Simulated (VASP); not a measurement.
# CuSi15 (F-43m) in VASP: relaxation of the atoms with PBEsol+U

Aim: the relaxation of the atoms of CuSi15 with PBEsol+U.

Program: VASP 6.6.1. These are calculated values, not measurements. Logs are shortened: lines on timing, memory, paths and dates and some standing lists are left out, and cuts for length are marked.

### Step 1. The cell of the first run

Symmetry: F-43m, No. 216, cubic system. The conventional cell has a = 10.874 Å, b = 10.874 Å, c = 10.874 Å, α = 90.00°, β = 90.00°, γ = 90.00°. Cu (site symmetry -43m) has 4 Si at 2.35 Å within 3.1 Å. Si (site symmetry 2mm) has 4 Si at 2.35 Å within 3.1 Å. Within 3.1 Å of Si (site symmetry -43m) lie 4 Si at 2.35 Å. Si (site symmetry 3m) has 1 Cu at 2.35 Å and 3 Si at 2.35 Å within 3.1 Å. Within 3.1 Å of Si (site symmetry 3m) lie 4 Si at 2.35 Å.

### Step 2. Relaxation of the atoms, PBEsol+U, collinear spin

INCAR reads:

```
PREC = Accurate
ENCUT = 520
EDIFF = 1E-6
ISMEAR = 0
SIGMA = 0.05
LREAL = Auto
LASPH = True
NELM = 150
ALGO = Normal
ISIF = 2
LWAVE = False
LCHARG = False
ISPIN = 2
MAGMOM = 3 0 0 0 0 0 0 0 0 0 0 0 0 0 0 0
LORBIT = 11
LMAXMIX = 4
LDAU = True
LDAUTYPE = 2
LDAUL = 2 -1
LDAUU = 5 0
LDAUJ = 0 0
LDAUPRINT = 1
GGA = PS
IBRION = 2
NSW = 50
EDIFFG = -0.03
KPAR = 2
```

KPOINTS reads:

```
Automatic mesh
0
Gamma
  3 3 3
```

POSCAR reads:

```
CuSi15
1.0
    0.0000000000      5.4370000000      5.4370000000
    5.4370000000      0.0000000000      5.4370000000
    5.4370000000      5.4370000000      0.0000000000
Cu Si
1 15
Direct
    0.0000000000      0.0000000000      0.0000000000
    0.0000000000      0.0000000000      0.5000000000
    0.0000000000      0.5000000000      0.0000000000
    0.0000000000      0.5000000000      0.5000000000
    0.5000000000      0.0000000000      0.0000000000
    0.5000000000      0.0000000000      0.5000000000
    0.5000000000      0.5000000000      0.0000000000
    0.5000000000      0.5000000000      0.5000000000
    0.1250000000      0.1250000000      0.1250000000
    0.1250000000      0.1250000000      0.6250000000
    0.1250000000      0.6250000000      0.1250000000
    0.1250000000      0.6250000000      0.6250000000
    0.6250000000      0.1250000000      0.1250000000
    0.6250000000      0.1250000000      0.6250000000
    0.6250000000      0.6250000000      0.1250000000
    0.6250000000      0.6250000000      0.6250000000
```

Potentials or basis: VASP PAW PBE potentials, release 64 (Cu, Si).

Launch:

```console
cat potpaw_PBE.64/Cu/POTCAR potpaw_PBE.64/Si/POTCAR > POTCAR
mpirun -np 2 vasp_std > vasp.out
```

OUTCAR:

```text
PREC = Accurate
   ENCUT = 520
   EDIFF = 1E-6
   ISMEAR = 0
   LREAL = Auto
   LASPH = True
   NELM = 150
   ISIF = 2
   ISPIN = 2
   LORBIT = 11
   GGA = PS
   IBRION = 2
   NSW = 50
   EDIFFG = -0.03

 ion  position               nearest neighbor table
   1  0.000  0.000  0.000-  10 2.35   9 2.35  11 2.35  13 2.35
   2  0.000  0.000  0.500-   9 2.35  10 2.35  12 2.35  14 2.35
   3  0.000  0.500  0.000-  12 2.35  11 2.35   9 2.35  15 2.35
   4  0.000  0.500  0.500-  11 2.35  10 2.35  12 2.35  16 2.35
   5  0.500  0.000  0.000-  14 2.35  13 2.35   9 2.35  15 2.35
   6  0.500  0.000  0.500-  13 2.35  10 2.35  14 2.35  16 2.35
[... 8 lines left out ...]
  15  0.625  0.625  0.125-   8 2.35   5 2.35   7 2.35   3 2.35
  16  0.625  0.625  0.625-   7 2.35   6 2.35   4 2.35   8 2.35

  LATTYP: Found a face centered cubic cell.
 ALAT       =    10.8740000000

  Lattice vectors:

 A1 = (   0.0000000000,   5.4370000000,   5.4370000000)
 A2 = (   5.4370000000,   0.0000000000,   5.4370000000)
 A3 = (   5.4370000000,   5.4370000000,   0.0000000000)

Analysis of symmetry for initial positions (statically):
=====================================================================
 Subroutine PRICEL returns:
 Original cell was already a primitive cell.

 Routine SETGRP: Setting up the symmetry group for a
 face centered cubic supercell.

 Subroutine GETGRP returns: Found 24 space group operations
 (whereof 24 operations were pure point group operations)
 out of a pool of 48 trial point group operations.

The static configuration has the point symmetry T_d .

Analysis of symmetry for dynamics (positions and initial velocities):
=====================================================================
 Subroutine PRICEL returns:
 Original cell was already a primitive cell.

 Routine SETGRP: Setting up the symmetry group for a
 face centered cubic supercell.

 Subroutine GETGRP returns: Found 24 space group operations
 (whereof 24 operations were pure point group operations)
 out of a pool of 48 trial point group operations.

The dynamic configuration has the point symmetry T_d .

Analysis of structural, dynamic, and magnetic symmetry:
=====================================================================
 Subroutine PRICEL returns:
 Original cell was already a primitive cell.

 Routine SETGRP: Setting up the symmetry group for a
 face centered cubic supercell.

 Subroutine GETGRP returns: Found 24 space group operations
 (whereof 24 operations were pure point group operations)
 out of a pool of 48 trial point group operations.

The overall configuration has the point symmetry T_d .

 Subroutine INISYM returns: Found 24 space group operations
 (whereof 24 operations are pure point group operations),
 and found     1 'primitive' translations

----------------------------------------------------------------------------------------

                                     Primitive cell

  volume of cell :     321.4460

  direct lattice vectors                    reciprocal lattice vectors
     0.000000000  5.437000000  5.437000000    -0.091962479  0.091962479  0.091962479
     5.437000000  0.000000000  5.437000000     0.091962479 -0.091962479  0.091962479
     5.437000000  5.437000000  0.000000000     0.091962479  0.091962479 -0.091962479

  length of vectors
     7.689079139  7.689079139  7.689079139     0.159283687  0.159283687  0.159283687

  position of ions in fractional coordinates (direct lattice)
     0.000000000  0.000000000  0.000000000
     0.000000000  0.000000000  0.500000000
     0.000000000  0.500000000  0.000000000
     0.000000000  0.500000000  0.500000000
     0.500000000  0.000000000  0.000000000
     0.500000000  0.000000000  0.500000000
[... 8 lines left out ...]
     0.625000000  0.625000000  0.125000000
     0.625000000  0.625000000  0.625000000

  ion indices of the primitive-cell ions
   primitive index   ion index
[... 88 lines left out ...]
  volume/ion in A,a.u.               =      20.09       135.58
  Fermi-wavevector in a.u.,A,eV,Ry     =   0.989597  1.870067 13.324210  0.979302
  Thomas-Fermi vector in A             =   2.121207
   LORBIT       =     11    0 simple, 1 ext, 2 COOP (PROOUT), +10 PAW based schemes
 LDA+U is selected, type is set to LDAUTYPE =  2
   angular momentum for each species LDAUL =     2   -1
   U (eV)           for each species LDAUU =   5.0  0.0
   J (eV)           for each species LDAUJ =   0.0  0.0
   GGA     = PS    functional components
   LHFCALC =     F    Hartree Fock is set to
   AEXX    =    0.0000 exact exchange contribution
   IVDW    =     0    specifies the selected vdW correction
   LEPSILON=     F    determine dielectric tensor
   LRPA    =     F    only Hartree local field effects (RPA)
 conjugate gradient relaxation of ions
 spin polarized calculation
 Gauss-broadening in eV      SIGMA  =   0.05
  energy-cutoff  :      520.00
  volume of cell :      321.45
 maximum number of plane-waves:      8682
 NGX is ok and might be reduce to    60
   NGX = 29   NGY = 29   NGZ = 29

--------------------------------------- Ionic step        1  -------------------------------------------

 number of electron      71.0000003 magnetization       0.3405511

 number of electron      71.0000003 magnetization      -0.0061771

 Free energy of the ion-electron system (eV)
  ---------------------------------------------------
  ext. energy  EPLUGINS =         0.00000000
  ---------------------------------------------------
  free energy    TOTEN  =       -87.12347690 eV

  energy without entropy =      -87.11446352  energy(sigma->0) =      -87.11897021

------------------------ aborting loop because EDIFF is reached ----------------------------------------

  FORCE on cell =-STRESS in cart. coord.  units (eV):
  Direction    XX          YY          ZZ          XY          YZ          ZX
  --------------------------------------------------------------------------------------
  -------------------------------------------------------------------------------------
  Total       -2.1032219     -2.1032219     -2.1032219      0.0000000     -0.0000000     -0.0000000
  in kB      -10.4830505    -10.4830505    -10.4830505      0.0000000     -0.0000000     -0.0000000
  external PRESSURE =     -10.4830505 kB  Pullay stress =       0.0000000 kB
[... 181 lines left out ...]
  FREE ENERGIE OF THE ION-ELECTRON SYSTEM (eV)
  ---------------------------------------------------
  free  energy   TOTEN  =       -87.1445835559 eV

  energy  without entropy=      -87.1355686541  energy(sigma->0) =      -87.14007611

atom =   1  type =  1  l = 2

 onsite density matrix

spin component  1

  0.9231 -0.0000  0.0000  0.0000 -0.0000
 -0.0000  0.9231  0.0000  0.0000  0.0000
  0.0000  0.0000  0.9417  0.0000  0.0000
  0.0000  0.0000  0.0000  0.9231 -0.0000
 -0.0000  0.0000  0.0000 -0.0000  0.9417

spin component  2

  0.9231 -0.0000  0.0000  0.0000  0.0000
 -0.0000  0.9231  0.0000  0.0000  0.0000
  0.0000  0.0000  0.9417  0.0000  0.0000
  0.0000  0.0000  0.0000  0.9231 -0.0000
  0.0000  0.0000  0.0000 -0.0000  0.9417

 occupancies and eigenvectors

  o =  0.9231  v =  0.0000 -0.2053  0.0000 -0.9787  0.0000  0.0000  0.0000  0.0000  0.0000  0.0000      0.0000  0.0000  0.0000  0.0000  0.0000  0.0000  0.0000  0.0000  0.0000  0.0000
  o =  0.9231  v =  0.0000  0.9787  0.0000 -0.2053 -0.0000  0.0000  0.0000  0.0000  0.0000  0.0000      0.0000  0.0000  0.0000  0.0000  0.0000  0.0000  0.0000  0.0000  0.0000  0.0000
  o =  0.9231  v =  1.0000  0.0000  0.0000  0.0000  0.0000  0.0000  0.0000  0.0000  0.0000  0.0000      0.0000  0.0000  0.0000  0.0000  0.0000  0.0000  0.0000  0.0000  0.0000  0.0000
  o =  0.9231  v =  0.0000  0.0000  0.0000  0.0000  0.0000  1.0000  0.0000  0.0000  0.0000  0.0000      0.0000  0.0000  0.0000  0.0000  0.0000  0.0000  0.0000  0.0000  0.0000  0.0000
  o =  0.9231  v =  0.0000  0.0000  0.0000  0.0000  0.0000  0.0000 -0.3214  0.0000  0.9469 -0.0000      0.0000  0.0000  0.0000  0.0000  0.0000  0.0000  0.0000  0.0000  0.0000  0.0000
  o =  0.9231  v =  0.0000  0.0000  0.0000  0.0000  0.0000  0.0000  0.9469 -0.0000  0.3214 -0.0000      0.0000  0.0000  0.0000  0.0000  0.0000  0.0000  0.0000  0.0000  0.0000  0.0000
  o =  0.9417  v =  0.0000  0.0000  0.0000  0.0000  0.0000  0.0000  0.0000 -0.0000  0.0000  1.0000      0.0000  0.0000  0.0000  0.0000  0.0000  0.0000  0.0000  0.0000  0.0000  0.0000
  o =  0.9417  v =  0.0000  0.0000  0.0000  0.0000  0.0000  0.0000  0.0000  1.0000 -0.0000  0.0000      0.0000  0.0000  0.0000  0.0000  0.0000  0.0000  0.0000  0.0000  0.0000  0.0000
  o =  0.9417  v =  0.0000  0.0000  0.0001  0.0000  1.0000  0.0000  0.0000  0.0000  0.0000  0.0000      0.0000  0.0000  0.0000  0.0000  0.0000  0.0000  0.0000  0.0000  0.0000  0.0000
  o =  0.9417  v =  0.0000 -0.0000  1.0000  0.0000 -0.0001  0.0000  0.0000  0.0000  0.0000  0.0000      0.0000  0.0000  0.0000  0.0000  0.0000  0.0000  0.0000  0.0000  0.0000  0.0000

--------------------------------------- Ionic step        5  -------------------------------------------

 number of electron      71.0000001 magnetization      -0.0000096

 Free energy of the ion-electron system (eV)
  ---------------------------------------------------
  ext. energy  EPLUGINS =         0.00000000
  ---------------------------------------------------
  free energy    TOTEN  =       -87.14533906 eV

  energy without entropy =      -87.13632416  energy(sigma->0) =      -87.14083161

 E-fermi :   5.6757     XC(G=0):  -9.5775

 val. band max:        4.9961871080   @ k =   0.0000   0.0000   0.0000
 cond. band min:       5.7044480622   @ k =   0.3333   0.3333   0.0000
 fundamental gap:      0.7082609541
 Fermi energy:         5.6757328960

 spin component 1

 k-point     1 :       0.0000    0.0000    0.0000
  band No.  band energies     occupation
      1      -6.2796      1.00000
      2      -4.0753      1.00000
      3      -4.0753      1.00000
      4      -4.0753      1.00000
      5      -3.5722      1.00000
      6      -2.2909      1.00000
[... 185 lines left out ...]
     45       9.0033      0.00000
     46       9.0665      0.00000
 Fermi energy:         5.6757328960

 spin component 2

 k-point     1 :       0.0000    0.0000    0.0000
  band No.  band energies     occupation
      1      -6.2796      1.00000
      2      -4.0753      1.00000
      3      -4.0753      1.00000
      4      -4.0753      1.00000
      5      -3.5722      1.00000
      6      -2.2909      1.00000
[... 228 lines left out ...]
  FREE ENERGIE OF THE ION-ELECTRON SYSTEM (eV)
  ---------------------------------------------------
  free  energy   TOTEN  =       -87.1453390592 eV

  energy  without entropy=      -87.1363241573  energy(sigma->0) =      -87.14083161

 reached required accuracy - stopping structural energy minimisation

 total charge

# of ion       s       p       d       tot
------------------------------------------
    1        0.531   0.396   9.283  10.210
    2        0.759   0.919   0.000   1.678
    3        0.759   0.919   0.000   1.678
    4        0.759   0.919   0.000   1.678
    5        0.759   0.919   0.000   1.678
    6        0.759   0.919   0.000   1.678
[... 8 lines left out ...]
   15        0.753   0.934   0.000   1.687
   16        0.753   0.934   0.000   1.687
--------------------------------------------------
tot         11.985  14.055   9.283  35.324

 magnetization (x)

# of ion       s       p       d       tot
------------------------------------------
    1        0.000  -0.000  -0.000  -0.000
    2        0.000  -0.000   0.000  -0.000
    3        0.000  -0.000   0.000  -0.000
    4        0.000  -0.000   0.000  -0.000
    5        0.000  -0.000   0.000  -0.000
    6        0.000  -0.000   0.000  -0.000
[... 8 lines left out ...]
   15        0.000   0.000   0.000   0.000
   16        0.000   0.000   0.000   0.000
--------------------------------------------------
tot         -0.000  -0.000  -0.000  -0.000
```

Run time: 6 min. Hardware: 2 MPI ranks of Intel Xeon Platinum 8488C (Sapphire Rapids), shared host; peak memory 0.7 GiB.

What came out:

```
Free energy                                           : -87.1453 eV
Energy gained by relaxing                             : 1.4 meV/atom
Ionic steps                                           : 5
Pressure after relaxing                               : -1.2 GPa
Net moment                                            : 0.00 μB per cell
Valence electrons inside the program's atomic spheres : Cu 10.21; Si 1.68, 1.69, 1.65 (each value once)
```

Step by step:
```tsv
step	energy change (eV)	largest force (eV/Å)	pressure (GPa)
1	0.0000	0.3162	-1.05
2	-0.0148	0.1734	-1.14
3	-0.0206	0.0579	-1.21
4	-0.0211	0.0494	-1.19
5	-0.0219	0.0104	-1.19
```

Final structure:
```
Cu Si
1.0
     0.00000    5.43700    5.43700
     5.43700    0.00000    5.43700
     5.43700    5.43700    0.00000
Cu Si
1 15
Direct
  0.00000 0.00000 0.00000
  0.00024 0.00024 0.49976
  0.00024 0.49976 0.00024
  0.00024 0.49976 0.49976
  0.49976 0.00024 0.00024
  0.49976 0.00024 0.49976
  0.49976 0.49976 0.00024
  0.50000 0.50000 0.50000
  0.12318 0.12318 0.12318
  0.12318 0.12318 0.63046
  0.12318 0.63046 0.12318
  0.12497 0.62501 0.62501
  0.63046 0.12318 0.12318
  0.62501 0.12497 0.62501
  0.62501 0.62501 0.12497
  0.62501 0.62501 0.62501
```

Levels at points of the mesh, in eV from the Fermi level:
Spin up:
```csv
k point,band 31,band 32,band 33,band 34,band 35,band 36,band 37,band 38,band 39,band 40
"(0.00, 0.00, 0.00)",-1.26,-0.68,-0.68,-0.68,0.67,0.68,0.68,0.68,0.70,0.70
```
Spin down:
```
           k point  band 31  band 32  band 33  band 34  band 35  band 36  band 37  band 38  band 39  band 40
(0.00, 0.00, 0.00)    -1.26    -0.68    -0.68    -0.68     0.67     0.68     0.68     0.68     0.70     0.70
```

Eigenvalues of the final occupation matrices:
```csv
site,spin,trace,eigenvalues
site 1 d,1,4.65,0.92 0.92 0.92 0.94 0.94
site 1 d,2,4.65,0.92 0.92 0.92 0.94 0.94
```

Caveat: the PAW data sets were made with another functional, which shifts forces and pressure a little; the U is typed as a test and isn't derived for this compound.
